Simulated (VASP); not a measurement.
Here is a VASP 6.6.1 calculation.

Contents of INCAR:

```
  PREC = Accurate
  ENCUT = 520
  EDIFF = 1E-6
  ISMEAR = 0
  SIGMA = 0.1
  LREAL = F
  LASPH = T
  NELM = 80
  ALGO = Normal
  ISIF = 2
  LWAVE = F
  LCHARG = F
  GGA = PE
  NBANDS = 35
```

The input KPOINTS:

```
Automatic mesh
0
Gamma
  12 12 6
```

File POSCAR:

```
Hf4C3
1.0
    4.7053605998      0.0000000000      0.0000000000
   -2.3526802999      4.0749618134      0.0000000000
    0.0000000000      0.0000000000      5.9309067851
Hf C
4 3
Direct
    0.3333333333      0.6666666667      0.7542125740
    0.6666666667      0.3333333333      0.7542125740
    0.6666666667      0.3333333333      0.2457874260
    0.3333333333      0.6666666667      0.2457874260
    0.0000000000      0.0000000000      0.2709830766
    0.0000000000      0.0000000000      0.7290169234
    0.0000000000      0.0000000000      0.5000000000
```

Potentials or basis: VASP PAW PBE potentials, release 64 (Hf_pv, C).

The run is started by

```console
$ cat potpaw_PBE.64/Hf_pv/POTCAR potpaw_PBE.64/C/POTCAR > POTCAR
$ mpirun -np 1 vasp_std > vasp.out
```

Q: Predict the band gap on the k mesh.

A: Zero (band 26 reaches 5.48 eV, above the bottom of band 27 at 4.41 eV).

Q: What does it give for the pressure?

A: -0.4 GPa.

Q: Predict the largest force.

A: 0.053 eV/Å.

Forces in eV/Å, atoms in the order of the input:
```
Hf   0.000  0.000  0.003
Hf   0.000  0.000  0.003
Hf   0.000  0.000 -0.003
Hf   0.000  0.000 -0.003
C    0.000  0.000 -0.053
C    0.000  0.000  0.053
C    0.000  0.000  0.000
```

Caveat: spin-orbit coupling is left out, which moves the levels of the heavy elements.
